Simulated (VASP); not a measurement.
Input of a VASP 6.6.1 run:

The input INCAR:

```
  PREC = Accurate
  ENCUT = 520
  EDIFF = 1E-6
  ISMEAR = 0
  SIGMA = 0.02
  LREAL = F
  LASPH = T
  NELM = 80
  ALGO = Normal
  ISIF = 2
  LWAVE = F
  LCHARG = T
  GGA = PS
  LELF = T
  LVHAR = T
  NBANDS = 48
```

File KPOINTS:

```
regular mesh
0
Gamma
  12 12 2
```

Contents of POSCAR:

```
InSe
1.0
    4.0082338314      0.0000000000      0.0000000000
   -2.0041169157      3.4712323223      0.0000000000
    0.0000000000      0.0000000000     16.8669188391
In Se
4 4
Direct
    0.0000000000      0.0000000000      0.5823102508
    0.0000000000      0.0000000000      0.4176897492
    0.3333333333      0.6666666667      0.9176962952
    0.3333333333      0.6666666667      0.0823037048
    0.6666666667      0.3333333333      0.8419435253
    0.6666666667      0.3333333333      0.1580564747
    0.3333333333      0.6666666667      0.6580512549
    0.3333333333      0.6666666667      0.3419487451
```

Potentials or basis: VASP PAW PBE potentials, release 64 (In_d, Se).

Command:

```sh
$ cat potpaw_PBE.64/In_d/POTCAR potpaw_PBE.64/Se/POTCAR > POTCAR
$ mpirun -np 1 vasp_std > vasp.out
```

Question: Estimate the band gap on the k mesh.

Answer: 0.36 eV, direct.

Question: What does it give for the pressure?

Answer: 0.1 GPa.

Question: Predict the largest force.

Answer: 0.020 eV/Å.

Forces in eV/Å, atoms in the order of the input:
```
In   0.000  0.000 -0.019
In   0.000  0.000  0.019
In   0.000  0.000  0.019
In   0.000  0.000 -0.019
Se   0.000  0.000 -0.020
Se   0.000  0.000  0.020
Se   0.000  0.000  0.019
Se   0.000  0.000 -0.019
```

Caveat: the PAW data sets were made with another functional, which shifts forces and pressure a little; spin-orbit coupling is left out, which moves the levels of the heavy elements; this functional lacks dispersion, which binds the layers, so the pressure and a relaxed spacing across them are unreliable.
